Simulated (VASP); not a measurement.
# CuO (Cccm) in VASP: single point with r2SCAN+U

Aim: the single point of CuO with r2SCAN+U.

Everything below comes from runs of VASP 6.6.1. Logs are shortened: lines on timing, memory, paths and dates and some standing lists are left out, and cuts for length are marked.

**1. The cell of the first run**

It takes space group Cccm (No. 66, orthorhombic). Conventional cell: a = 3.982 Å, b = 4.307 Å, c = 5.156 Å, α = 90.00°, β = 90.00°, γ = 90.00°. Cu (site symmetry 2/m) has 4 O at 1.95 Å within 2.6 Å. Within 2.6 Å of O (site symmetry 222) lie 4 Cu at 1.95 Å and 2 O at 2.58 Å.

**2. Single point, r2SCAN+U, collinear spin**

POSCAR

```
CuO
1.0
    1.9909680000     -2.1535500000      0.0000000000
    1.9909680000      2.1535500000      0.0000000000
    0.0000000000      0.0000000000      5.1559280000
Cu O
2 2
Direct
    0.0000000000      0.5000000000      0.0000000000
    0.5000000000      0.0000000000      0.5000000000
    0.5000000000      0.5000000000      0.2500000000
    0.5000000000      0.5000000000      0.7500000000
```

INCAR.step1

```
ALGO = Normal
EDIFF = 1E-4
ENCUT = 520
GGA = PE
ISMEAR = 0
ISPIN = 2
LASPH = T
LCHARG = F
LDAU = T
LDAUJ = 0 0
LDAUL = 2 -1
LDAUTYPE = 2
LDAUU = 4 0
LMAXMIX = 4
LREAL = F
LWAVE = T
MAGMOM = 0.5 0.5 0 0
NBANDS = 29
NELM = 150
PREC = Accurate
SIGMA = 0.02
```

INCAR.step2

```
ALGO = Normal
EDIFF = 1E-7
ENCUT = 520
ISIF = 2
ISMEAR = 0
ISPIN = 2
ISTART = 1
LASPH = T
LCHARG = F
LDAU = T
LDAUJ = 0 0
LDAUL = 2 -1
LDAUPRINT = 1
LDAUTYPE = 2
LDAUU = 4 0
LMAXMIX = 4
LMIXTAU = T
LORBIT = 11
LREAL = F
LWAVE = F
MAGMOM = 0.5 0.5 0 0
METAGGA = R2SCAN
NBANDS = 29
NELM = 150
PREC = Accurate
SIGMA = 0.02
```

KPOINTS

```
k-points
0
Gamma
  12 12 8
```

Potentials or basis: VASP PAW PBE potentials, release 64 (Cu, O).

The run is started by

```sh
$ cat potpaw_PBE.64/Cu/POTCAR potpaw_PBE.64/O/POTCAR > POTCAR
$ cp INCAR.step1 INCAR
$ mpirun -np 1 vasp_std > vasp.out
$ cp INCAR.step2 INCAR
$ mpirun -np 1 vasp_std > vasp.out
```

OUTCAR:

```text
EDIFF = 1E-7
   ENCUT = 520
   ISIF = 2
   ISMEAR = 0
   ISPIN = 2
   ISTART = 1
   LASPH = T
   LORBIT = 11
   LREAL = F
   METAGGA = R2SCAN
   NELM = 150
   PREC = Accurate

 ion  position               nearest neighbor table
   1  0.000  0.500  0.000-   3 1.95   4 1.95   3 1.95   4 1.95
   2  0.500  0.000  0.500-   3 1.95   4 1.95   3 1.95   4 1.95
   3  0.500  0.500  0.250-   1 1.95   2 1.95   2 1.95   1 1.95
   4  0.500  0.500  0.750-   1 1.95   2 1.95   2 1.95   1 1.95

  LATTYP: Found a base centered orthorhombic cell.
 ALAT       =     3.9819360000
 B/A-ratio  =     1.0816597755
 C/A-ratio  =     1.2948294498

  Lattice vectors:

 A1 = (   1.9909680000,  -2.1535500000,   0.0000000000)
 A2 = (   1.9909680000,   2.1535500000,   0.0000000000)
 A3 = (   0.0000000000,   0.0000000000,   5.1559280000)

Analysis of symmetry for initial positions (statically):
=====================================================================
 Subroutine PRICEL returns:
 Original cell was already a primitive cell.

 Routine SETGRP: Setting up the symmetry group for a
 base centered orthorhombic supercell.

 Subroutine GETGRP returns: Found  8 space group operations
 (whereof  4 operations were pure point group operations)
 out of a pool of  8 trial point group operations.

The static configuration has the point symmetry C_2h.
 The point group associated with its full space group is D_2h.

Analysis of symmetry for dynamics (positions and initial velocities):
=====================================================================
 Subroutine PRICEL returns:
 Original cell was already a primitive cell.

 Routine SETGRP: Setting up the symmetry group for a
 base centered orthorhombic supercell.

 Subroutine GETGRP returns: Found  8 space group operations
 (whereof  4 operations were pure point group operations)
 out of a pool of  8 trial point group operations.

The dynamic configuration has the point symmetry C_2h.
 The point group associated with its full space group is D_2h.

Analysis of structural, dynamic, and magnetic symmetry:
=====================================================================
 Subroutine PRICEL returns:
 Original cell was already a primitive cell.

 Routine SETGRP: Setting up the symmetry group for a
 base centered orthorhombic supercell.

 Subroutine GETGRP returns: Found  8 space group operations
 (whereof  4 operations were pure point group operations)
 out of a pool of  8 trial point group operations.

The overall configuration has the point symmetry C_2h.
 The point group associated with its full space group is D_2h.

 Subroutine INISYM returns: Found  8 space group operations
 (whereof  4 operations are pure point group operations),
 and found     1 'primitive' translations

----------------------------------------------------------------------------------------

                                     Primitive cell

[... 144 lines left out ...]
  0.0000  1.0049  0.0000 -0.0278  0.0000
  0.0116  0.0000  0.9756  0.0000  0.0006
  0.0000 -0.0278  0.0000  1.0004  0.0000
 -0.0007  0.0000  0.0006  0.0000  0.9760

spin component  2

  0.9497  0.0000  0.0160  0.0000 -0.0008
  0.0000  0.6288  0.0000  0.3103  0.0000
  0.0160  0.0000  0.9710  0.0000  0.0008
  0.0000  0.3103  0.0000  0.6872  0.0000
 -0.0008  0.0000  0.0008  0.0000  0.9693

 occupancies and eigenvectors

  o =  0.3463  v =  0.0000  0.0000  0.0000  0.0000  0.0000  0.0000 -0.7395 -0.0000  0.6732 -0.0000      0.0000  0.0000  0.0000  0.0000  0.0000  0.0000  0.0000  0.0000  0.0000  0.0000
  o =  0.9410  v =  0.0000  0.0000  0.0000  0.0000  0.0000  0.8809 -0.0000 -0.4719 -0.0000  0.0372      0.0000  0.0000  0.0000  0.0000  0.0000  0.0000  0.0000  0.0000  0.0000  0.0000
  o =  0.9525  v =  0.8925  0.0000 -0.4495  0.0000  0.0378  0.0000  0.0000  0.0000  0.0000  0.0000      0.0000  0.0000  0.0000  0.0000  0.0000  0.0000  0.0000  0.0000  0.0000  0.0000
  o =  0.9693  v =  0.0000  0.0000  0.0000  0.0000  0.0000  0.0476 -0.0000  0.0101 -0.0000 -0.9988      0.0000  0.0000  0.0000  0.0000  0.0000  0.0000  0.0000  0.0000  0.0000  0.0000
  o =  0.9697  v =  0.0000  0.0000  0.0000  0.0000  0.0000  0.0000  0.6732  0.0000  0.7395 -0.0000      0.0000  0.0000  0.0000  0.0000  0.0000  0.0000  0.0000  0.0000  0.0000  0.0000
  o =  0.9747  v = -0.0000  0.6783 -0.0000  0.7348  0.0000  0.0000  0.0000  0.0000  0.0000  0.0000      0.0000  0.0000  0.0000  0.0000  0.0000  0.0000  0.0000  0.0000  0.0000  0.0000
  o =  0.9760  v =  0.0488  0.0000  0.0130  0.0000 -0.9987  0.0000  0.0000  0.0000  0.0000  0.0000      0.0000  0.0000  0.0000  0.0000  0.0000  0.0000  0.0000  0.0000  0.0000  0.0000
  o =  0.9796  v =  0.0000  0.0000  0.0000  0.0000  0.0000 -0.4710  0.0000 -0.8816  0.0000 -0.0314      0.0000  0.0000  0.0000  0.0000  0.0000  0.0000  0.0000  0.0000  0.0000  0.0000
  o =  0.9815  v = -0.4484 -0.0000 -0.8932 -0.0000 -0.0335  0.0000  0.0000  0.0000  0.0000  0.0000      0.0000  0.0000  0.0000  0.0000  0.0000  0.0000  0.0000  0.0000  0.0000  0.0000
  o =  1.0306  v =  0.0000  0.7348  0.0000 -0.6783 -0.0000  0.0000  0.0000  0.0000  0.0000  0.0000      0.0000  0.0000  0.0000  0.0000  0.0000  0.0000  0.0000  0.0000  0.0000  0.0000

atom =   2  type =  1  l = 2

 onsite density matrix

spin component  1

  0.9584  0.0000 -0.0116  0.0000  0.0007
  0.0000  1.0049  0.0000  0.0278  0.0000
 -0.0116  0.0000  0.9756  0.0000  0.0006
  0.0000  0.0278  0.0000  1.0004  0.0000
  0.0007  0.0000  0.0006  0.0000  0.9760

spin component  2

  0.9497  0.0000 -0.0160  0.0000  0.0008
  0.0000  0.6288  0.0000 -0.3103  0.0000
 -0.0160  0.0000  0.9710  0.0000  0.0008
  0.0000 -0.3103  0.0000  0.6872  0.0000
  0.0008  0.0000  0.0008  0.0000  0.9693

 occupancies and eigenvectors

  o =  0.3463  v =  0.0000  0.0000  0.0000  0.0000  0.0000  0.0000  0.7395  0.0000  0.6732 -0.0000      0.0000  0.0000  0.0000  0.0000  0.0000  0.0000  0.0000  0.0000  0.0000  0.0000
  o =  0.9410  v =  0.0000  0.0000  0.0000  0.0000  0.0000  0.8809  0.0000  0.4719 -0.0000 -0.0372      0.0000  0.0000  0.0000  0.0000  0.0000  0.0000  0.0000  0.0000  0.0000  0.0000
  o =  0.9525  v =  0.8925 -0.0000  0.4495  0.0000 -0.0378  0.0000  0.0000  0.0000  0.0000  0.0000      0.0000  0.0000  0.0000  0.0000  0.0000  0.0000  0.0000  0.0000  0.0000  0.0000
  o =  0.9693  v =  0.0000  0.0000  0.0000  0.0000  0.0000 -0.0476  0.0000  0.0101 -0.0000 -0.9988      0.0000  0.0000  0.0000  0.0000  0.0000  0.0000  0.0000  0.0000  0.0000  0.0000
  o =  0.9697  v =  0.0000  0.0000  0.0000  0.0000  0.0000 -0.0000 -0.6732 -0.0000  0.7395 -0.0000      0.0000  0.0000  0.0000  0.0000  0.0000  0.0000  0.0000  0.0000  0.0000  0.0000
  o =  0.9747  v = -0.0000 -0.6783  0.0000  0.7348 -0.0000  0.0000  0.0000  0.0000  0.0000  0.0000      0.0000  0.0000  0.0000  0.0000  0.0000  0.0000  0.0000  0.0000  0.0000  0.0000
  o =  0.9760  v = -0.0488  0.0000  0.0130 -0.0000 -0.9987  0.0000  0.0000  0.0000  0.0000  0.0000      0.0000  0.0000  0.0000  0.0000  0.0000  0.0000  0.0000  0.0000  0.0000  0.0000
  o =  0.9796  v =  0.0000  0.0000  0.0000  0.0000  0.0000 -0.4710 -0.0000  0.8816  0.0000  0.0314      0.0000  0.0000  0.0000  0.0000  0.0000  0.0000  0.0000  0.0000  0.0000  0.0000
  o =  0.9815  v = -0.4484  0.0000  0.8932 -0.0000  0.0335  0.0000  0.0000  0.0000  0.0000  0.0000      0.0000  0.0000  0.0000  0.0000  0.0000  0.0000  0.0000  0.0000  0.0000  0.0000
  o =  1.0306  v =  0.0000 -0.7348 -0.0000 -0.6783  0.0000  0.0000  0.0000  0.0000  0.0000  0.0000      0.0000  0.0000  0.0000  0.0000  0.0000  0.0000  0.0000  0.0000  0.0000  0.0000

 number of electron      33.9999999 magnetization       2.0000006

 Free energy of the ion-electron system (eV)
  ---------------------------------------------------
  ext. energy  EPLUGINS =         0.00000000
  ---------------------------------------------------
  free energy    TOTEN  =       -34.54150307 eV

  energy without entropy =      -34.54150307  energy(sigma->0) =      -34.54150307

 E-fermi :   4.5003     XC(G=0): -11.9766

 val. band max:        4.4138340977   @ k =   0.5000   0.5000   0.0000
 cond. band min:       5.1318585335   @ k =   0.5000   0.5000   0.0000
 fundamental gap:      0.7180244357
 Fermi energy:         4.5002637636

 spin component 1

 k-point     1 :       0.0000    0.0000    0.0000
  band No.  band energies     occupation
      1     -16.1184      1.00000
      2     -14.8218      1.00000
      3      -4.0507      1.00000
      4      -3.2602      1.00000
      5      -3.1261      1.00000
      6      -1.1096      1.00000
[... 1529 lines left out ...]
     28      24.1259      0.00000
     29      24.1320      0.00000

 [... further k-points ...]

------------------------ aborting loop because EDIFF is reached ----------------------------------------

  FORCE on cell =-STRESS in cart. coord.  units (eV):
  Direction    XX          YY          ZZ          XY          YZ          ZX
  --------------------------------------------------------------------------------------
  -------------------------------------------------------------------------------------
  Total       -1.5357336     -1.6975147     -0.8485978     -0.0000000      0.0000000      0.0000000
  in kB      -55.6506685    -61.5131598    -30.7507979     -0.0000000      0.0000000      0.0000000
  external PRESSURE =     -49.3048754 kB  Pullay stress =       0.0000000 kB

 VOLUME and BASIS-vectors are now :
 -----------------------------------------------------------------------------
  energy-cutoff  :      520.00
  volume of cell :       44.21
      direct lattice vectors                 reciprocal lattice vectors
     1.990968000 -2.153550000  0.000000000     0.251134122 -0.232174781  0.000000000
     1.990968000  2.153550000  0.000000000     0.251134122  0.232174781  0.000000000
     0.000000000  0.000000000  5.155928000     0.000000000  0.000000000  0.193951506

 POSITION                                       TOTAL-FORCE (eV/Angst)
 -----------------------------------------------------------------------------------
      0.99548      1.07678      0.00000        -0.000000     -0.000000     -0.000000
      0.99548     -1.07678      2.57796         0.000000     -0.000000     -0.000000
      1.99097      0.00000      1.28898        -0.000000      0.000000      0.000000
      1.99097      0.00000      3.86695        -0.000000      0.000000     -0.000000
 -----------------------------------------------------------------------------------
    total drift:                                0.000000     -0.000000     -0.000000

  FREE ENERGIE OF THE ION-ELECTRON SYSTEM (eV)
  ---------------------------------------------------
  free  energy   TOTEN  =       -34.5415030657 eV

  energy  without entropy=      -34.5415030657  energy(sigma->0) =      -34.54150307

 total charge

# of ion       s       p       d       tot
------------------------------------------
    1        0.391   0.405   9.101   9.897
    2        0.391   0.405   9.101   9.897
    3        1.559   3.473   0.000   5.032
    4        1.559   3.473   0.000   5.032
--------------------------------------------------
tot          3.900   7.756  18.203  29.859

 magnetization (x)

# of ion       s       p       d       tot
------------------------------------------
    1       -0.010  -0.003   0.710   0.696
    2       -0.010  -0.003   0.710   0.696
    3        0.021   0.263   0.000   0.283
    4        0.021   0.263   0.000   0.283
--------------------------------------------------
tot          0.021   0.519   1.420   1.960
```

It took 53 min on 1 thread of Oxide Virtual Turin-like, shared host; peak memory 0.44 GiB.

What came out:

```yaml
Free_energy: -34.5415 eV
Pressure: -4.9 GPa
Band_gap_on_the_k_mesh: 0.72 eV
Net_moment: 2.00 μB per cell
Site_moments: Cu +0.70; O +0.28 μB
Valence_electrons_inside_the_program's_atomic_spheres: Cu 9.90; O 5.03
```

Levels at points of the mesh, in eV from the valence-band top:
Spin up:
```
           k point  band 15  band 16  band 17  band 18  band 19  band 20  band 21  band 22
(0.00, 0.00, 0.00)    -3.20    -2.28    -0.59    -0.43     1.57     6.85     7.73    13.83
(0.50, 0.00, 0.00)    -3.32    -2.22    -0.88    -0.67     4.35     6.42     7.20    11.78
(0.50, 0.50, 0.00)    -4.00    -2.87    -2.64     0.00     2.81     7.94     9.69    10.94
(0.00, 0.00, 0.50)    -2.32    -2.32    -1.16    -1.16     3.75     3.75    12.46    12.46
(0.50, 0.00, 0.50)    -3.66    -2.64    -1.73    -0.52     5.04     6.37     8.99     9.50
(0.50, 0.50, 0.50)    -2.99    -2.99    -2.25    -2.25     4.56     4.56    10.89    10.89
```
Spin down:
```
           k point  band 14  band 15  band 16  band 17  band 18  band 19
(0.00, 0.00, 0.00)    -2.64    -2.60    -1.51     1.90     2.32     2.55
(0.50, 0.00, 0.00)    -2.70    -2.58    -1.56     2.18     2.37     4.32
(0.50, 0.50, 0.00)    -3.47    -2.12    -1.91     0.72     2.74     3.10
(0.00, 0.00, 0.50)    -3.30    -1.67    -1.67     2.03     2.03     4.14
(0.50, 0.00, 0.50)    -3.03    -2.44    -2.01     1.60     2.37     5.17
(0.50, 0.50, 0.50)    -2.59    -2.24    -2.24     1.59     1.59     4.51
```

Eigenvalues of the final occupation matrices:
```tsv
site	spin	trace	eigenvalues
site 1 d	1	4.92	0.95 0.97 0.98 0.98 1.03
site 1 d	2	4.21	0.35 0.94 0.97 0.97 0.98
site 2 d	1	4.92	0.95 0.97 0.98 0.98 1.03
site 2 d	2	4.21	0.35 0.94 0.97 0.97 0.98
```

Caveat: the cell stands under tension; semilocal functionals underestimate gaps, and a narrow one can read as zero; the PAW data sets were made with another functional, which shifts forces and pressure a little. A k mesh can miss the band edges.
